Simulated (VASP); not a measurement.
Write the native input for VASP 6.6.1 that does the following.

| Property | Result |
| --- | --- |
| Task | single point |
| Functional | BLYP |
| Dispersion | D4 |
| Potentials or basis | VASP PAW PBE potentials, release 64 (Mo_sv, S) |
| Cutoff | 520 eV |
| k mesh | 9 × 9 × 4 |
| Occupations | fermi-dirac, width 0.05 eV |
| Spin | no spin polarisation |
| Dipole correction | no |
| Further INCAR settings | ALGO = Normal; EDIFF = 1e-06; NBANDS = 20 |

The structure of MoS2 lies in POSCAR:

```
MoS2
1.0
    3.1615794509      0.0000000000      0.0000000000
   -1.5807897255      2.7380081205      0.0000000000
    0.0000000000      0.0000000000      6.1836112739
Mo S
1 2
Direct
    0.0000000000      0.0000000000      0.5000000000
    0.6666666667      0.3333333333      0.7446806800
    0.3333333333      0.6666666667      0.2553193200
```

The input as run:

INCAR

```
SYSTEM = MoS2
AGGAC = 1.0
AGGAX = 1.0
ALDAC = 0.0
ALDAX = 1.0
ALGO = Normal
EDIFF = 1E-6
ENCUT = 520
GGA = B5
ISIF = 2
ISMEAR = -1
IVDW = 13
LASPH = .True.
LCHARG = .False.
LREAL = .False.
LWAVE = .False.
NBANDS = 20
NELM = 100
PREC = Accurate
SIGMA = 0.05
VDW_A1 = 0.44488865
VDW_A2 = 4.0933009
VDW_S6 = 1.0
VDW_S8 = 2.34076671
```

KPOINTS

```
k-points
0
Gamma
  9 9 4
  0 0 0
```

Potentials or basis: VASP PAW PBE potentials, release 64 (Mo_sv, S).

Run with:

```sh
$ cat potpaw_PBE.64/Mo_sv/POTCAR potpaw_PBE.64/S/POTCAR > POTCAR
$ mpirun -np 1 vasp_std > vasp.out
```

It gave:

The pressure is 10.9 GPa and the largest force is 1.721 eV/Å. The band gap on the k mesh is zero (band 13 reaches 8.80 eV, above the bottom of band 14 at 7.73 eV) and the dispersion energy per atom is -0.822 eV.

Caveat: the PAW data sets were made with another functional, which shifts forces and pressure a little.

Run time: 51 s on 1 thread of Intel Xeon 8259CL (shared host), peak memory 0.19 GiB.
